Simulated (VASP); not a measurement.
Here is a VASP 6.6.1 calculation.

INCAR

```
SYSTEM = La
PREC     = Accurate       ! precision mode
ENCUT    = 520            ! plane-wave cutoff, eV
EDIFF    = 1E-8           ! SCF threshold, eV
ISMEAR   = -1             ! smearing method
SIGMA    = 0.05           ! smearing width, eV
LREAL    = .False.        ! projectors in reciprocal space
LASPH    = .True.         ! aspherical terms in the spheres
NELM     = 100            ! most SCF steps
ALGO     = Normal         ! electronic algorithm
ISIF     = 2              ! what is computed and relaxed
LWAVE    = .False.        ! write WAVECAR
LCHARG   = .False.        ! write CHGCAR
GGA      = PE             ! functional
LEFG     = .True.       
NBANDS   = 18             ! bands
```

File KPOINTS:

```
regular mesh
0
Gamma
  12 12 7
  0 0 0
```

Contents of POSCAR:

```
La
1.0
    3.7064888893      0.0000000000      0.0000000000
   -1.8532444446      3.2099135370      0.0000000000
    0.0000000000      0.0000000000      5.9531465966
La
2
Direct
    0.3333333333      0.6666666667      0.2500000000
    0.6666666667      0.3333333333      0.7500000000
```

Potentials or basis: VASP PAW PBE potentials, release 64 (La).

The run is started by

```console
$ cat potpaw_PBE.64/La/POTCAR > POTCAR
$ mpirun -np 1 vasp_std > vasp.out
```

Question: Predict the band gap on the k mesh.

Answer: Zero (band 11 reaches 9.46 eV, above the bottom of band 12 at 8.05 eV).

Question: Estimate the pressure.

Answer: 1.8 GPa.

Electric field gradients, principal values (V/Å²):
```
atom    least   middle  greatest (by size)
1 La  -11.038  -11.038              22.076
2 La  -11.038  -11.038              22.076
```

Caveat: without QUAD_EFG the Cq values of the log hold for a quadrupole moment of 1 mb, not for the nuclei; spin-orbit coupling is left out, which moves the levels of the heavy elements.
